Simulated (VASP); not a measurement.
Here is a VASP 6.6.1 calculation.

File INCAR:

```
SYSTEM = CoSi2
PREC = Accurate
ENCUT = 520
EDIFF = 1E-7
ISMEAR = 0
SIGMA = 0.15
LREAL = .False.
LASPH = .True.
NELM = 80
ALGO = Normal
ISIF = 2
LWAVE = .False.
LCHARG = .True.
GGA = PE
LELF = .True.
LVHAR = .True.
NBANDS = 16
```

Contents of KPOINTS:

```
Automatic mesh
0
Gamma
  12 12 12
  0 0 0
```

Contents of POSCAR:

```
CoSi2
1.0
    0.0000000000      2.6801763726      2.6801763726
    2.6801763726      0.0000000000      2.6801763726
    2.6801763726      2.6801763726      0.0000000000
Co Si
1 2
Direct
   -0.0208035254      0.0208035254     -0.0208035254
    0.2871244225      0.2128755775      0.2565294210
    0.7565294210      0.7434705790      0.7871244225
```

Potentials or basis: VASP PAW PBE potentials, release 64 (Co, Si).

Launch:

```sh
$ cat potpaw_PBE.64/Co/POTCAR potpaw_PBE.64/Si/POTCAR > POTCAR
$ mpirun -np 1 vasp_std > vasp.out
```

Q: Predict the pressure.

A: 5.1 GPa.

Q: Predict the band gap on the k mesh.

A: Zero (an odd number of electrons rules out a gap without spin polarisation).

Q: What does it give for the largest force?

A: 2.827 eV/Å.

Forces on the atoms (eV/Å):
```
Co   0.000  2.705  0.820
Si   1.012 -1.353 -0.410
Si  -1.012 -1.353 -0.410
```

Caveat: the cell differs from its parent crystal (atoms displaced along several vibrational modes); the cell stands under pressure; an odd number of electrons without spin polarisation forces a metal; a magnetic or distorted state may lie lower. Spin polarisation is off, so any magnetic state and its effect on volume and gap are missing.
